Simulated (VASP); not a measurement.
# Cr (Im-3m) in VASP: settings compared

Cr is run at these levels: LDA, PBEsol; tasks: vibrations by perturbation theory, elastic constants.

Everything below comes from runs of VASP 6.6.1. Logs are shortened: lines on timing, memory, paths and dates and some standing lists are left out, and cuts for length are marked.

**1. The cell of the first run**

It takes space group Im-3m (No. 229, cubic). Conventional cell: a = 2.969 Å, b = 2.969 Å, c = 2.969 Å, α = 90.00°, β = 90.00°, γ = 90.00°. Within 3.4 Å of Cr (site symmetry m-3m) lie 14 Cr at 2.57 to 2.97 Å.

**2. Vibrations by perturbation theory, LDA, collinear spin, ferromagnetic start**

INCAR reads:

```
PREC = Accurate
ENCUT = 500
EDIFF = 1E-8
ISMEAR = -1
SIGMA = 0.05
LREAL = F
LASPH = T
NELM = 200
ALGO = Normal
ISIF = 2
LWAVE = F
LCHARG = F
ISPIN = 2
MAGMOM = 3
LORBIT = 11
LMAXMIX = 4
GGA = CA
NBANDS = 16
IBRION = 8
NSW = 1
GGA_COMPAT = F
```

KPOINTS reads:

```
Automatic mesh
0
Gamma
  10 10 10
```

POSCAR reads:

```
Cr
1.0
   -1.4844496776      1.4844496776      1.4844496776
    1.4844496776     -1.4844496776      1.4844496776
    1.4844496776      1.4844496776     -1.4844496776
Cr
1
Direct
    0.0000000000      0.0000000000      0.0000000000
```

Potentials or basis: VASP PAW LDA potentials, release 64 (Cr_pv).

Run with:

```console
$ cat potpaw_LDA.64/Cr_pv/POTCAR > POTCAR
$ mpirun -np 1 vasp_std > vasp.out
```

OUTCAR:

```text
PREC = Accurate
   ENCUT = 500
   EDIFF = 1E-8
   ISMEAR = -1
   LREAL = F
   LASPH = T
   NELM = 200
   ISIF = 2
   ISPIN = 2
   LORBIT = 11
   GGA = CA
   IBRION = 8
   NSW = 1

 ion  position               nearest neighbor table
   1  0.000  0.000  0.000-

  LATTYP: Found a body centered cubic cell.
 ALAT       =     2.9688993552

  Lattice vectors:

 A1 = (  -1.4844496776,   1.4844496776,   1.4844496776)
 A2 = (   1.4844496776,  -1.4844496776,   1.4844496776)
 A3 = (   1.4844496776,   1.4844496776,  -1.4844496776)

Analysis of symmetry for initial positions (statically):
=====================================================================
 Subroutine PRICEL returns:
 Original cell was already a primitive cell.

 Routine SETGRP: Setting up the symmetry group for a
 body centered cubic supercell.

 Subroutine GETGRP returns: Found 48 space group operations
 (whereof 48 operations were pure point group operations)
 out of a pool of 48 trial point group operations.

The static configuration has the point symmetry O_h .

Analysis of symmetry for dynamics (positions and initial velocities):
=====================================================================
 Subroutine PRICEL returns:
 Original cell was already a primitive cell.

 Routine SETGRP: Setting up the symmetry group for a
 body centered cubic supercell.

 Subroutine GETGRP returns: Found 48 space group operations
 (whereof 48 operations were pure point group operations)
 out of a pool of 48 trial point group operations.

The dynamic configuration has the point symmetry O_h .

Analysis of structural, dynamic, and magnetic symmetry:
=====================================================================
 Subroutine PRICEL returns:
 Original cell was already a primitive cell.

 Routine SETGRP: Setting up the symmetry group for a
 body centered cubic supercell.

 Subroutine GETGRP returns: Found 48 space group operations
 (whereof 48 operations were pure point group operations)
 out of a pool of 48 trial point group operations.

The overall configuration has the point symmetry O_h .

 Subroutine INISYM returns: Found 48 space group operations
 (whereof 48 operations are pure point group operations),
 and found     1 'primitive' translations

----------------------------------------------------------------------------------------

                                     Primitive cell

  volume of cell :      13.0845

  direct lattice vectors                    reciprocal lattice vectors
    -1.484449678  1.484449678  1.484449678     0.000000000  0.336825160  0.336825160
     1.484449678 -1.484449678  1.484449678     0.336825160  0.000000000  0.336825160
     1.484449678  1.484449678 -1.484449678     0.336825160  0.336825160  0.000000000

  length of vectors
     2.571142263  2.571142263  2.571142263     0.476342709  0.476342709  0.476342709

  position of ions in fractional coordinates (direct lattice)
     0.000000000  0.000000000  0.000000000

  ion indices of the primitive-cell ions
   primitive index   ion index
                 1           1

----------------------------------------------------------------------------------------

 KPOINTS: Automatic mesh

Automatic generation of k-mesh.
 Grid dimensions read from file:
 generate k-points for:   10   10   10

 Generating k-lattice:

  Cartesian coordinates                     Fractional coordinates (reciprocal lattice)
[... 80 lines left out ...]
     AMIX_MAG =   1.60;   BMIX_MAG =  1.00
  volume/ion in A,a.u.               =      13.08        88.30
  Fermi-wavevector in a.u.,A,eV,Ry     =   1.590559  3.005721 34.421077  2.529878
  Thomas-Fermi vector in A             =   2.689235
   LORBIT       =     11    0 simple, 1 ext, 2 COOP (PROOUT), +10 PAW based schemes
   GGA     = CA    functional components
   LHFCALC =     F    Hartree Fock is set to
   AEXX    =    0.0000 exact exchange contribution
   IVDW    =     0    specifies the selected vdW correction
   LEPSILON=     F    determine dielectric tensor
   LRPA    =     F    only Hartree local field effects (RPA)
 spin polarized calculation
  energy-cutoff  :      500.00
  volume of cell :       13.08
 maximum number of plane-waves:       370
   NGX =  9   NGY =  9   NGZ =  9

--------------------------------------- Ionic step        1  -------------------------------------------

 number of electron      12.0000008 magnetization       0.0001377

 number of electron      12.0000008 magnetization      -0.0000392

 Free energy of the ion-electron system (eV)
  ---------------------------------------------------
  ext. energy  EPLUGINS =         0.00000000
  ---------------------------------------------------
  free energy    TOTEN  =       -10.31423593 eV

  energy without entropy =      -10.30550596  energy(sigma->0) =      -10.30987094

 E-fermi :   9.0975     XC(G=0): -13.2891

 val. band max:        9.0625417099   @ k =   0.1000   0.1000   0.0000
 cond. band min:       9.1532597471   @ k =  -0.3000   0.3000   0.3000
 fundamental gap:      0.0907180373
 Fermi energy:         9.0975388602

 spin component 1

 k-point     1 :       0.0000    0.0000    0.0000
  band No.  band energies     occupation
      1     -33.4218      1.00000
      2     -33.4218      1.00000
      3     -33.4218      1.00000
      4       1.7671      1.00000
      5       8.2949      1.00000
      6       8.2949      1.00000
[... 435 lines left out ...]
      5       7.6759      1.00000
      6       7.8889      1.00000
[... 8 lines left out ...]
     15      34.2884      0.00000
     16      36.5681      0.00000

 [... further k-points ...]

 spin component 2

 k-point     1 :       0.0000    0.0000    0.0000
  band No.  band energies     occupation
      1     -33.4218      1.00000
      2     -33.4218      1.00000
      3     -33.4218      1.00000
      4       1.7670      1.00000
      5       8.2949      1.00000
      6       8.2949      1.00000
[... 435 lines left out ...]
      5       7.6759      1.00000
      6       7.8888      1.00000
[... 8 lines left out ...]
     15      34.2883      0.00000
     16      36.5681      0.00000

 [... further k-points ...]
[... 5 lines left out ...]
  --------------------------------------------------------------------------------------
  -------------------------------------------------------------------------------------
  Total       -3.0786768     -3.0786768     -3.0786768      0.0000000      0.0000000     -0.0000000
  in kB     -376.9799531   -376.9799531   -376.9799531      0.0000000      0.0000000     -0.0000000
  external PRESSURE =    -376.9799531 kB  Pullay stress =       0.0000000 kB

 VOLUME and BASIS-vectors are now :
 -----------------------------------------------------------------------------
  energy-cutoff  :      500.00
  volume of cell :       13.08
      direct lattice vectors                 reciprocal lattice vectors
    -1.484449678  1.484449678  1.484449678     0.000000000  0.336825160  0.336825160
     1.484449678 -1.484449678  1.484449678     0.336825160  0.000000000  0.336825160
     1.484449678  1.484449678 -1.484449678     0.336825160  0.336825160  0.000000000

 POSITION                                       TOTAL-FORCE (eV/Angst)
 -----------------------------------------------------------------------------------
      0.00000      0.00000      0.00000         0.000000     -0.000000     -0.000000
 -----------------------------------------------------------------------------------
    total drift:                                0.000000     -0.000000      0.000000

  FREE ENERGIE OF THE ION-ELECTRON SYSTEM (eV)
  ---------------------------------------------------
  free  energy   TOTEN  =       -10.3142359325 eV

  energy  without entropy=      -10.3055059559  energy(sigma->0) =      -10.30987094

[... ionic steps 2 to 3 ...]

--------------------------------------- Ionic step        4  -------------------------------------------

 Free energy of the ion-electron system (eV)
  ---------------------------------------------------
  ---------------------------------------------------
  free energy    TOTEN  =        -0.73007874 eV

  energy without entropy =       -0.73007874

------------------------ aborting loop because EDIFF is reached ----------------------------------------

 INTERNAL STRAIN TENSOR  FOR ION    1  DIRECTION 1   (eV/Angst):
 -----------------------------------------------------------------------------
     0.01669  0.00000 -0.00000
     0.00000  0.00309 -0.00000
    -0.00000 -0.00000  0.00309

 INTERNAL STRAIN TENSOR FOR ION    1 for displacements in x,y,z  (eV/Angst):
          X           Y           Z          XY          YZ          ZX
  --------------------------------------------------------------------------------
  x     0.00000     0.00000     0.00000     0.00000     0.00000     0.00000
  y     0.00000     0.00000     0.00000     0.00000     0.00000     0.00000
  z     0.00000     0.00000     0.00000     0.00000     0.00000     0.00000

 SECOND DERIVATIVES (NOT SYMMETRIZED)
 ------------------------------------
               1X          1Y          1Z
  1X    -0.004740    0.000000    0.000000
  1Y     0.000000   -0.004740    0.000000
  1Z     0.000000    0.000000   -0.004740

 Eigenvectors and eigenvalues of the dynamical matrix
 ----------------------------------------------------

   1 f  =    0.149258 THz     0.937817 2PiTHz    4.978719 cm-1     0.617282 meV
             X         Y         Z           dx          dy          dz
      0.000000  0.000000  0.000000     1.000000    0.000000    0.000000

   2 f  =    0.149258 THz     0.937817 2PiTHz    4.978719 cm-1     0.617282 meV
             X         Y         Z           dx          dy          dz
      0.000000  0.000000  0.000000     0.000000    1.000000    0.000000

   3 f  =    0.149258 THz     0.937817 2PiTHz    4.978719 cm-1     0.617282 meV
             X         Y         Z           dx          dy          dz
      0.000000  0.000000  0.000000     0.000000    0.000000    1.000000

--------------------------------------------------------------------------------------------------------

 ELASTIC MODULI CONTR FROM IONIC RELAXATION (kBar)
 Direction    XX          YY          ZZ          XY          YZ          ZX
 --------------------------------------------------------------------------------
 XX           0.0000      0.0000      0.0000      0.0000      0.0000      0.0000
 YY           0.0000      0.0000      0.0000      0.0000      0.0000      0.0000
 ZZ           0.0000      0.0000      0.0000      0.0000      0.0000      0.0000
 XY           0.0000      0.0000      0.0000      0.0000      0.0000      0.0000
 YZ           0.0000      0.0000      0.0000      0.0000      0.0000      0.0000
 ZX           0.0000      0.0000      0.0000      0.0000      0.0000      0.0000
 --------------------------------------------------------------------------------

 total charge

# of ion       s       p       d       tot
------------------------------------------
    1        0.389   6.332   4.100  10.821

 magnetization (x)

# of ion       s       p       d       tot
------------------------------------------
    1       -0.000  -0.000  -0.000  -0.000
```

Wall time 1.9 min (1 thread of AMD EPYC 7R43 (Zen 3), shared host); peak memory 0.14 GiB.

What came out:

```yaml
Net_moment: 0.00 μB per cell
Valence_electrons_inside_the_program's_atomic_spheres: Cr 10.82
```

Caveat: the cell wasn't relaxed at this level first, which shifts response properties; the starting moments collapsed, and a magnetic state may lie lower.

**3. Elastic constants, PBEsol, collinear spin, ferromagnetic start**

INCAR reads:

```
PREC = Accurate
ENCUT = 600
EDIFF = 1E-8
ISMEAR = -1
SIGMA = 0.05
LREAL = False
LASPH = True
NELM = 150
ALGO = Normal
ISIF = 3
LWAVE = False
LCHARG = True
ISPIN = 2
MAGMOM = 3
LORBIT = 11
LMAXMIX = 4
GGA = PS
IBRION = 6
NFREE = 2
POTIM = 0.015
NSW = 1
```

KPOINTS reads:

```
regular mesh
0
Gamma
  10 10 10
```

POSCAR is that of step 2.

Potentials or basis: VASP PAW PBE potentials, release 64 (Cr_pv).

Run with:

```console
$ cat potpaw_PBE.64/Cr_pv/POTCAR > POTCAR
$ mpirun -np 1 vasp_std > vasp.out
```

OUTCAR:

```text
PREC = Accurate
   ENCUT = 600
   EDIFF = 1E-8
   ISMEAR = -1
   LREAL = False
   LASPH = True
   NELM = 150
   ISIF = 3
   ISPIN = 2
   LORBIT = 11
   GGA = PS
   IBRION = 6
   NFREE = 2
   POTIM = 0.015
   NSW = 1

 ion  position               nearest neighbor table
   1  0.000  0.000  0.000-

  LATTYP: Found a body centered cubic cell.
 ALAT       =     2.9688993552

  Lattice vectors:

 A1 = (  -1.4844496776,   1.4844496776,   1.4844496776)
[... 1188 lines left out ...]
      0.000000  0.000000  0.000000    -0.833803   -0.552062    0.000000

--------------------------------------------------------------------------------------------------------

 ELASTIC MODULI CONTR FROM IONIC RELAXATION (kBar)
 Direction    XX          YY          ZZ          XY          YZ          ZX
 --------------------------------------------------------------------------------
 XX           0.0000      0.0000      0.0000      0.0000      0.0000      0.0000
 YY           0.0000      0.0000      0.0000      0.0000      0.0000      0.0000
 ZZ           0.0000      0.0000      0.0000      0.0000      0.0000      0.0000
 XY           0.0000      0.0000      0.0000      0.0000      0.0000      0.0000
 YZ           0.0000      0.0000      0.0000      0.0000      0.0000      0.0000
 ZX           0.0000      0.0000      0.0000      0.0000      0.0000      0.0000
 --------------------------------------------------------------------------------

 TOTAL ELASTIC MODULI (kBar)
 Direction    XX          YY          ZZ          XY          YZ          ZX
 --------------------------------------------------------------------------------
 XX        3355.7356    749.5811    749.5811      0.0000      0.0000     -0.0000
 YY         749.5811   3355.7356    749.5811     -0.0000      0.0000      0.0000
 ZZ         749.5811    749.5811   3355.7356      0.0000      0.0000      0.0000
 XY           0.0000     -0.0000      0.0000    464.0516     -0.0000     -0.0000
 YZ           0.0000      0.0000      0.0000     -0.0000    464.0516     -0.0000
 ZX          -0.0000      0.0000      0.0000     -0.0000     -0.0000    464.0516
 --------------------------------------------------------------------------------

 total charge

# of ion       s       p       d       tot
------------------------------------------
    1        0.389   6.340   4.077  10.806

 magnetization (x)

# of ion       s       p       d       tot
------------------------------------------
    1        0.000  -0.000  -0.000  -0.000
```

OSZICAR:

```text
N       E                     dE             d eps       ncg     rms          rms(c)
DAV:   1     0.876735073478E+02    0.87674E+02   -0.75068E+03  2256   0.125E+03
DAV:   2    -0.929658853120E+01   -0.96970E+02   -0.93545E+02  2280   0.308E+02
DAV:   3    -0.106724432338E+02   -0.13759E+01   -0.13663E+01  2552   0.442E+01
[... 176 lines left out ...]
DAV:   3    -0.100131405174E+02    0.12302E-02   -0.27244E-03  3648   0.112E+00    0.261E-02
DAV:   4    -0.100131409582E+02   -0.44080E-06   -0.28164E-04  2376   0.226E-01    0.754E-03
DAV:   5    -0.100131426689E+02   -0.17106E-05   -0.10118E-05  2264   0.397E-02    0.333E-03
DAV:   6    -0.100131435520E+02   -0.88317E-06   -0.26099E-07  2424   0.863E-03    0.462E-04
DAV:   7    -0.100131435580E+02   -0.59354E-08   -0.23362E-08  2240   0.232E-03
  15 F= -.10013144E+02 E0= -.10009098E+02  d E =-.809025E-02  mag=    -0.0000
```

Wall time 11 min (1 thread of AMD EPYC 9R45 (Zen 5), shared host); peak memory 0.25 GiB.

What came out:

| Item | Value |
| --- | --- |
| Net moment | 0.00 μB per cell |
| Valence electrons inside the program's atomic spheres | Cr 10.81 |
| Elastic constants C11, C12, C44 | 336, 75, 46 GPa |
| Voigt bulk modulus | 162 GPa |

Elastic tensor in Voigt notation (GPa, in the Cartesian axes of the cell as first typed):
```
336  75  75   0   0   0
 75 336  75   0   0   0
 75  75 336   0   0   0
  0   0   0  46   0   0
  0   0   0   0  46   0
  0   0   0   0   0  46
```

Clamped-ion elastic tensor (GPa):
```
336  75  75   0   0   0
 75 336  75   0   0   0
 75  75 336   0   0   0
  0   0   0  46   0   0
  0   0   0   0  46   0
  0   0   0   0   0  46
```

Caveat: the cell is under stress, which shifts elastic constants; the starting moments collapsed, and a magnetic state may lie lower; the PAW data sets were made with another functional, which shifts forces and pressure a little.
